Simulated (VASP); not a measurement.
# MgC8 (P6/mmm) in VASP: single point with PBE

Aim: the single point of MgC8 with PBE.

All numbers are computed with VASP 6.6.1; they aren't measurements. Logs are shortened: lines on timing, memory, paths and dates and some standing lists are left out, and cuts for length are marked.

### 1 The cell of the first run

The structure is hexagonal, space group P6/mmm (No. 191). Conventional cell: a = 6.328 Å, b = 6.328 Å, c = 6.237 Å, α = 90.00°, β = 90.00°, γ = 120.00°. Within 3.3 Å of Mg (site symmetry 6/mmm) lie 6 C at 2.51 Å. C (site symmetry m2m) has 1 C at 1.31 Å within 1.8 Å. Within 2.6 Å of C (site symmetry -6m2) lie 6 C at 1.94 Å.

### 2 Single point, PBE

Contents of POSCAR:

```
MgC8
1.0
    6.3284870114      0.0000000000      0.0000000000
   -3.1642435057      5.4806305194      0.0000000000
    0.0000000000      0.0000000000      6.2373726630
Mg C
1 8
Direct
    0.0000000000      0.0000000000      0.5000000000
    0.6036828083      0.0000000000      0.5000000000
    0.0000000000      0.6036828083      0.5000000000
    0.3963171917      0.3963171917      0.5000000000
    0.3963171917      0.0000000000      0.5000000000
    0.0000000000      0.3963171917      0.5000000000
    0.6036828083      0.6036828083      0.5000000000
    0.3333333333      0.6666666667      0.5000000000
    0.6666666667      0.3333333333      0.5000000000
```

Contents of INCAR.step1:

```
SYSTEM = MgC8
PREC     = Accurate       ! precision mode
ENCUT    = 750            ! plane-wave cutoff, eV
EDIFF    = 1E-6           ! SCF threshold, eV
ISMEAR   = 0              ! smearing method
SIGMA    = 0.1            ! smearing width, eV
LREAL    = .FALSE.        ! projectors in reciprocal space
LASPH    = .TRUE.         ! aspherical terms in the spheres
NELM     = 120            ! most SCF steps
ALGO     = Normal         ! electronic algorithm
ISIF     = 2              ! what is computed and relaxed
LWAVE    = .FALSE.        ! write WAVECAR
LCHARG   = .TRUE.         ! write CHGCAR
GGA      = PE             ! functional
NBANDS   = 31             ! bands
GGA_COMPAT= .FALSE.      
NEDOS    = 2001           ! points of the DOS
LORBIT   = 11             ! projections on sites
```

Contents of KPOINTS.step1:

```
Automatic mesh
0
G
  9 9 6
  0 0 0
```

Contents of INCAR.step2:

```
SYSTEM = MgC8
PREC     = Accurate       ! precision mode
ENCUT    = 750            ! plane-wave cutoff, eV
EDIFF    = 1E-6           ! SCF threshold, eV
ISMEAR   = -5             ! smearing method
SIGMA    = 0.1            ! smearing width, eV
LREAL    = .FALSE.        ! projectors in reciprocal space
LASPH    = .TRUE.         ! aspherical terms in the spheres
NELM     = 120            ! most SCF steps
ALGO     = Normal         ! electronic algorithm
ISIF     = 2              ! what is computed and relaxed
LWAVE    = .FALSE.        ! write WAVECAR
LCHARG   = .FALSE.        ! write CHGCAR
GGA      = PE             ! functional
LORBIT   = 11             ! projections on sites
NEDOS    = 2001           ! points of the DOS
ICHARG   = 11             ! starting density
GGA_COMPAT= .FALSE.
```

Contents of KPOINTS.step2:

```
Automatic mesh
0
G
  14 14 9
  0 0 0
```

Potentials or basis: VASP PAW PBE potentials, release 64 (Mg_sv, C).

Run with:

```sh
$ cat potpaw_PBE.64/Mg_sv/POTCAR potpaw_PBE.64/C/POTCAR > POTCAR
$ cp INCAR.step1 INCAR
$ cp KPOINTS.step1 KPOINTS
$ mpirun -np 1 vasp_std > vasp.out
$ cp INCAR.step2 INCAR
$ cp KPOINTS.step2 KPOINTS
$ mpirun -np 1 vasp_std > vasp.out
```

OUTCAR:

```text
SYSTEM = MgC8
   PREC = Accurate
   ENCUT = 750
   EDIFF = 1E-6
   ISMEAR = -5
   LREAL = .FALSE.
   LASPH = .TRUE.
   NELM = 120
   ISIF = 2
   GGA = PE
   LORBIT = 11
   ICHARG = 11

 ion  position               nearest neighbor table
   1  0.000  0.000  0.500-
   2  0.604  0.000  0.500-   5 1.31   9 1.94   8 1.94
   3  0.000  0.604  0.500-   6 1.31   8 1.94   9 1.94
   4  0.396  0.396  0.500-   7 1.31   9 1.94   8 1.94
   5  0.396  0.000  0.500-   2 1.31   8 1.94   9 1.94
   6  0.000  0.396  0.500-   3 1.31   9 1.94   8 1.94
   7  0.604  0.604  0.500-   4 1.31   8 1.94   9 1.94
   8  0.333  0.667  0.500-   3 1.94   5 1.94   6 1.94   2 1.94   7 1.94   4 1.94
   9  0.667  0.333  0.500-   6 1.94   2 1.94   3 1.94   5 1.94   4 1.94   7 1.94

  LATTYP: Found a hexagonal cell.
 ALAT       =     6.3284870114
 C/A-ratio  =     0.9856025068

  Lattice vectors:

 A1 = (   6.3284870114,   0.0000000000,   0.0000000000)
 A2 = (  -3.1642435057,   5.4806305194,   0.0000000000)
 A3 = (   0.0000000000,   0.0000000000,   6.2373726630)

Analysis of symmetry for initial positions (statically):
=====================================================================
 Subroutine PRICEL returns:
 Original cell was already a primitive cell.

 Routine SETGRP: Setting up the symmetry group for a
 hexagonal supercell.

 Subroutine GETGRP returns: Found 24 space group operations
 (whereof 24 operations were pure point group operations)
 out of a pool of 24 trial point group operations.

The static configuration has the point symmetry D_6h.

Analysis of symmetry for dynamics (positions and initial velocities):
=====================================================================
 Subroutine PRICEL returns:
 Original cell was already a primitive cell.

 Routine SETGRP: Setting up the symmetry group for a
 hexagonal supercell.

 Subroutine GETGRP returns: Found 24 space group operations
 (whereof 24 operations were pure point group operations)
 out of a pool of 24 trial point group operations.

The dynamic configuration has the point symmetry D_6h.

 Subroutine INISYM returns: Found 24 space group operations
 (whereof 24 operations are pure point group operations),
 and found     1 'primitive' translations

----------------------------------------------------------------------------------------

                                     Primitive cell

  volume of cell :     216.3377

  direct lattice vectors                    reciprocal lattice vectors
     6.328487011  0.000000000  0.000000000     0.158015652  0.091230379  0.000000000
    -3.164243506  5.480630519  0.000000000     0.000000000  0.182460758  0.000000000
     0.000000000  0.000000000  6.237372663     0.000000000  0.000000000  0.160323914

  length of vectors
     6.328487011  6.328487011  6.237372663     0.182460758  0.182460758  0.160323914

  position of ions in fractional coordinates (direct lattice)
     0.000000000  0.000000000  0.500000000
     0.603682808  0.000000000  0.500000000
     0.000000000  0.603682808  0.500000000
     0.396317192  0.396317192  0.500000000
     0.396317192  0.000000000  0.500000000
     0.000000000  0.396317192  0.500000000
     0.603682808  0.603682808  0.500000000
     0.333333333  0.666666667  0.500000000
     0.666666667  0.333333333  0.500000000

  ion indices of the primitive-cell ions
   primitive index   ion index
                 1           1
                 2           2
                 3           3
                 4           4
                 5           5
                 6           6
                 7           7
                 8           8
                 9           9

----------------------------------------------------------------------------------------

 KPOINTS: Automatic mesh

Automatic generation of k-mesh.
 Grid dimensions read from file:
 generate k-points for:   14   14    9

 Generating k-lattice:

  Cartesian coordinates                     Fractional coordinates (reciprocal lattice)
     0.011286832  0.006516456  0.000000000     0.071428571 -0.000000000  0.000000000
     0.000000000  0.013032911  0.000000000     0.000000000  0.071428571  0.000000000
     0.000000000  0.000000000  0.017813768     0.000000000  0.000000000  0.111111111

  Length of vectors
     0.013032911  0.013032911  0.017813768

  Shift w.r.t. Gamma in fractional coordinates (k-lattice)
     0.000000000  0.000000000  0.000000000

 TETIRR: Found   1729 inequivalent tetrahedra from    10584

 Subroutine IBZKPT returns following result:
 ===========================================

 Found    120 irreducible k-points:

 Following reciprocal coordinates:
            Coordinates               Weight
  0.000000  0.000000  0.000000      1.000000
  0.071429  0.000000  0.000000      6.000000
  0.142857  0.000000  0.000000      6.000000
  0.214286  0.000000  0.000000      6.000000
  0.285714 -0.000000  0.000000      6.000000
  0.357143  0.000000  0.000000      6.000000
[... 16 lines left out ...]
  0.285714  0.285714  0.000000      6.000000
  0.357143  0.285714  0.000000      6.000000
 [... further k-points ...]
   k-points           NKPTS =    120   k-points in BZ     NKDIM =    120   number of bands    NBANDS=     26
   number of dos      NEDOS =   2001   number of ions     NIONS =      9
   total plane-waves  NPLWV = 201600
   dimension x,y,z NGX =    60 NGY =   60 NGZ =   56
   dimension x,y,z NGXF=   120 NGYF=  120 NGZF=  112
   ions per type =               1   8
   NGX,Y,Z   is equivalent  to a cutoff of  15.76, 15.76, 14.93 a.u.
   NGXF,Y,Z  is equivalent  to a cutoff of  31.52, 31.52, 29.85 a.u.
 SYSTEM =  MgC8
   PREC   = accura    normal or accurate (medium, high low for compatibility)
   ISTART =      0    job   : 0-new  1-cont  2-samecut
   ICHARG =     11    charge: 1-file 2-atom 10-const
   ISPIN  =      1    spin polarized calculation?
   LNONCOLLINEAR =      F non collinear calculations
   LSORBIT =      F    spin-orbit coupling
   LASPH  =      T    aspherical Exc in radial PAW
   ENCUT  =  750.0 eV  55.12 Ry    7.42 a.u.  14.13 14.13 13.93*2*pi/ulx,y,z
   NELM   =    120;   NELMIN=  2; NELMDL=  0     # of ELM steps
   EDIFF  = 0.1E-05   stopping-criterion for ELM
   LREAL  =      F    real-space projection
   EDIFFG = 0.1E-04   stopping-criterion for IOM
   NSW    =      0    number of steps for IOM
   IBRION =     -1    ionic relax: 0-MD 1-quasi-New 2-CG
   NFREE  =      0    steps in history (QN), initial steepest desc. (CG)
   ISIF   =      2    stress and relaxation
   ISYM   =      2    0-nonsym 1-usesym 2-fastsym
   POTIM  = 0.5000    time-step for ionic-motion
   TEBEG  =    0.0;   TEEND  =   0.0 temperature during run
   PSTRESS=    0.0 pullay stress
   NELECT =      42.0000    total number of electrons
   NUPDOWN=      -1.0000    fix difference up-down
   EMIN   =  10.00;   EMAX   =-10.00  energy-range for DOS
   EFERMI =   0.00;   METHOD = LEGACY
   ISMEAR =    -5;   SIGMA  =   0.10  broadening in eV -4-tet -1-fermi 0-gaus
   EFERMI_NEDOS =   21; number of points for ismear=-14 and -15
   IALGO  =     38    algorithm
   IMIX   =      4    mixing-type and parameters
     AMIX     =   0.40;   BMIX     =  1.00
     AMIX_MAG =   1.60;   BMIX_MAG =  1.00
  volume/ion in A,a.u.               =      24.04       162.21
  Fermi-wavevector in a.u.,A,eV,Ry     =   0.947939  1.791346 12.226046  0.898589
  Thomas-Fermi vector in A             =   2.076080
   LORBIT       =     11    0 simple, 1 ext, 2 COOP (PROOUT), +10 PAW based schemes
   GGA     = PE    functional components
   LHFCALC =     F    Hartree Fock is set to
   AEXX    =    0.0000 exact exchange contribution
   IVDW    =     0    specifies the selected vdW correction
   LEPSILON=     F    determine dielectric tensor
   LRPA    =     F    only Hartree local field effects (RPA)
 non-spin polarized calculation
 Fermi weights with tetrahedron method with Bloechl corrections
  energy-cutoff  :      750.00
  volume of cell :      216.34
 maximum number of plane-waves:     10126
 NGX is ok and might be reduce to    60

 number of electron      41.9999998 magnetization

 Free energy of the ion-electron system (eV)
  ---------------------------------------------------
  ext. energy  EPLUGINS =         0.00000000
  ---------------------------------------------------
  free energy    TOTEN  =       -50.71485357 eV

  energy without entropy =      -50.71485357  energy(sigma->0) =      -50.71485357

 E-fermi :  -0.8954     XC(G=0):  -5.9325

 val. band max:       -0.9102139711   @ k =   0.4286   0.0000   0.4444
 cond. band min:      -0.8867125722   @ k =   0.1429   0.1429   0.0000
 fundamental gap:      0.0235013989
 Fermi energy:        -0.8953661723

 k-point     1 :       0.0000    0.0000    0.0000
  band No.  band energies     occupation
      1     -77.3240      2.00000
      2     -44.2170      2.00000
      3     -44.0176      2.00000
      4     -44.0176      2.00000
      5     -17.6460      2.00000
      6     -15.7397      2.00000
[... 18 lines left out ...]
     25       1.8686      0.00000
     26       1.8964      0.00000

 k-point     2 :       0.0714    0.0000    0.0000
  band No.  band energies     occupation
      1     -77.3240      2.00000
      2     -44.2170      2.00000
      3     -44.0176      2.00000
      4     -44.0176      2.00000
      5     -17.6331      2.00000
      6     -15.7858      2.00000
[... 630 lines left out ...]
 k-point    24 :       0.3571    0.2857    0.0000
  band No.  band energies     occupation
      1     -77.3240      2.00000
      2     -44.2171      2.00000
      3     -44.0177      2.00000
      4     -44.0177      2.00000
      5     -17.0253      2.00000
      6     -16.8906      2.00000
[... 18 lines left out ...]
     25       1.3847      0.00000
     26       1.8913      0.00000

 [... further k-points ...]

------------------------ aborting loop because EDIFF is reached ----------------------------------------

  FORCE on cell =-STRESS in cart. coord.  units (eV):
  Direction    XX          YY          ZZ          XY          YZ          ZX
  --------------------------------------------------------------------------------------
  -------------------------------------------------------------------------------------
  Total        0.2254266      0.2254266      0.3610941      0.0000000      0.0000000      0.0000000
  in kB        1.6694896      1.6694896      2.6742306      0.0000000      0.0000000      0.0000000
  external PRESSURE =       2.0044033 kB  Pullay stress =       0.0000000 kB

 VOLUME and BASIS-vectors are now :
 -----------------------------------------------------------------------------
  energy-cutoff  :      750.00
  volume of cell :      216.34
      direct lattice vectors                 reciprocal lattice vectors
     6.328487011  0.000000000  0.000000000     0.158015652  0.091230379  0.000000000
    -3.164243506  5.480630519  0.000000000     0.000000000  0.182460758  0.000000000
     0.000000000  0.000000000  6.237372663     0.000000000  0.000000000  0.160323914

 POSITION                                       TOTAL-FORCE (eV/Angst)
 -----------------------------------------------------------------------------------
      0.00000      0.00000      3.11869         0.000000      0.000000     -0.000000
      3.82040      0.00000      3.11869        -0.016200      0.000000      0.000000
     -1.91020      3.30856      3.11869         0.008100     -0.014030     -0.000000
      1.25404      2.17207      3.11869         0.008100      0.014030      0.000000
      2.50809      0.00000      3.11869         0.016200     -0.000000      0.000000
     -1.25404      2.17207      3.11869        -0.008100      0.014030      0.000000
      1.91020      3.30856      3.11869        -0.008100     -0.014030     -0.000000
     -0.00000      3.65375      3.11869         0.000000      0.000000     -0.000000
      3.16424      1.82688      3.11869        -0.000000      0.000000     -0.000000
 -----------------------------------------------------------------------------------
    total drift:                                0.000000      0.000000      0.000000

  FREE ENERGIE OF THE ION-ELECTRON SYSTEM (eV)
  ---------------------------------------------------
  free  energy   TOTEN  =       -50.7148535716 eV

  energy  without entropy=      -50.7148535716  energy(sigma->0) =      -50.71485357

 total charge

# of ion       s       p       d       tot
------------------------------------------
    1        2.056   5.965   0.014   8.035
    2        0.979   1.427   0.000   2.406
    3        0.979   1.427   0.000   2.406
    4        0.979   1.427   0.000   2.406
    5        0.979   1.427   0.000   2.406
    6        0.979   1.427   0.000   2.406
    7        0.979   1.427   0.000   2.406
    8        1.025   1.069   0.000   2.095
    9        1.025   1.069   0.000   2.095
--------------------------------------------------
tot          9.977  16.666   0.014  26.657
```

It took 31 min on 1 thread of Intel Xeon Platinum 8375C at 2.90GHz (Ice Lake), shared host; peak memory 1.1 GiB.

What came out:

```yaml
Valence_electrons_inside_the_program's_atomic_spheres: Mg 8.04; C 2.41, 2.10 (each value once)
```

Levels at points of the mesh, in eV from the Fermi level:
```
           k point  band 17  band 18  band 19  band 20  band 21  band 22  band 23  band 24  band 25  band 26
(0.00, 0.00, 0.00)    -2.48    -2.48    -2.47    -2.47    -0.87     0.89     0.89     2.14     2.76     2.79
(0.50, 0.00, 0.00)    -2.72    -2.55    -2.01    -0.32     0.07     0.43     1.51     1.93     2.42     3.23
```
